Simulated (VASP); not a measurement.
# Bi: relaxation of cell and atoms with r2SCAN

The system is Bi.

```
Bi
1.0
     3.43193   -2.26824    0.00000
     3.43193    2.26824    0.00000
     0.00000    0.00000    9.25272
Bi
4
Direct
  0.85000 0.15000 0.11700
  0.65000 0.35000 0.61700
  0.15000 0.85000 0.88300
  0.35000 0.65000 0.38300
```

* Program: VASP 6.6.1
* Task: relaxation of cell and atoms
* Functional: r2SCAN
* Potentials or basis: VASP PAW PBE potentials, release 64 (Bi_d)
* Cutoff: 600 eV
* k mesh: 4 × 4 × 2
* Occupations: gaussian, width 0.1 eV
* Spin: no spin polarisation
* Dipole correction: no
* Further INCAR settings: ALGO = Normal; EDIFF = 1e-06; IBRION = 2; EDIFFG = -0.04; NSW = 90; ISIF = 3

- Relaxed volume: 31.40 Å³/atom
- Relaxed cell: a = 3.570 Å, b = 3.570 Å, c = 10.556 Å, α = 90.00°, β = 90.00°, γ = 69.01°
- Space group after relaxing (to 0.1 Å): Fmmm (No. 69)
- Energy gained by relaxing: 687.7 meV/atom
- Ionic steps: 30
- Pressure after relaxing: 0.0 GPa
- Largest force after relaxing: 0.023 eV/Å
- Band gap on the k mesh: zero (bands 30 and 31 overlap by 4.82 eV)

Forces in eV/Å, atoms in the order of the input:
```
Bi   0.000  0.023  0.003
Bi   0.000 -0.023  0.003
Bi   0.000 -0.023 -0.003
Bi   0.000  0.023 -0.003
```

Stress tensor (GPa, compression positive):
```
-0.15  0.00  0.00
 0.00  0.02  0.00
 0.00  0.00  0.17
```

Step by step:
```tsv
step	energy change (eV)	largest force (eV/Å)	pressure (GPa)	volume (Å³)
1	0.0000	4.3258	6.63	144.05
2	-1.1169	0.5866	-6.97	176.03
3	-1.4417	0.8552	-4.49	161.66
4	-2.1023	0.4762	-2.11	143.34
5	-2.2579	0.3654	1.71	131.50
6	-2.2608	0.2842	0.95	133.33
7	-2.3885	0.4975	1.04	130.73
8	-2.3992	0.5492	1.33	129.69
9	-2.4412	0.2602	-1.41	135.03
10	-2.4440	0.3125	-0.92	133.93
11	-2.4854	0.2934	-0.71	132.08
12	-2.5492	0.2274	0.46	126.65
13	-2.5799	0.2623	0.38	126.24
14	-2.6058	0.4050	0.66	125.44
15	-2.6302	0.3461	-0.02	126.82
16	-2.6554	0.2300	-1.73	130.99
17	-2.6695	0.2077	-1.68	130.69
18	-2.7001	0.1379	-1.50	129.78
19	-2.6968	0.0220	-0.90	127.92
20	-2.7095	0.0785	-1.28	128.93
21	-2.7316	0.0743	-0.58	127.13
22	-2.7433	0.0679	0.37	124.87
23	-2.7434	0.0670	0.46	124.62
24	-2.7469	0.0611	0.25	125.08
25	-2.7484	0.0546	0.01	125.62
26	-2.7489	0.0513	-0.01	125.68
27	-2.7497	0.0417	-0.09	125.87
28	-2.7497	0.0381	-0.11	125.93
29	-2.7501	0.0335	-0.11	125.85
30	-2.7510	0.0229	0.01	125.62
```

Final structure:
```
Bi
1.0
     2.94226   -2.02236    0.00000
     2.94226    2.02236    0.00000
     0.00000    0.00000   10.55575
Bi
4
Direct
  0.75284 0.24716 0.12496
  0.74716 0.25284 0.62496
  0.24716 0.75284 0.87504
  0.25284 0.74716 0.37504
```

Levels at points of the mesh, in eV from the Fermi level:
```tsv
k point	band 28	band 29	band 30	band 31	band 32	band 33
(0.00, 0.00, 0.00)	0.44	2.22	2.22	2.97	3.68	3.68
(0.50, 0.00, 0.00)	-3.19	-1.28	-1.28	1.20	1.20	1.83
(0.50, 0.50, 0.00)	-2.45	-2.43	-1.34	-0.75	-0.75	0.19
(0.00, 0.00, 0.50)	0.91	3.18	3.18	3.56	3.56	4.01
(0.50, 0.00, 0.50)	-4.61	0.45	0.45	0.48	0.48	2.43
(0.50, 0.50, 0.50)	-2.40	-1.99	-1.99	-1.57	-1.57	0.96
```

Wall time 68 min on 1 thread of Intel(R) Xeon(R) 6975P-C (Granite Rapids) (shared host), peak memory 0.39 GiB.

Caveat: the k points lie up to 0.47 Å⁻¹ apart in the final cell, too coarse for converged energies and pressures of a metal; the PAW data sets were made with another functional, which shifts forces and pressure a little; spin-orbit coupling is left out, which moves the levels of the heavy elements.
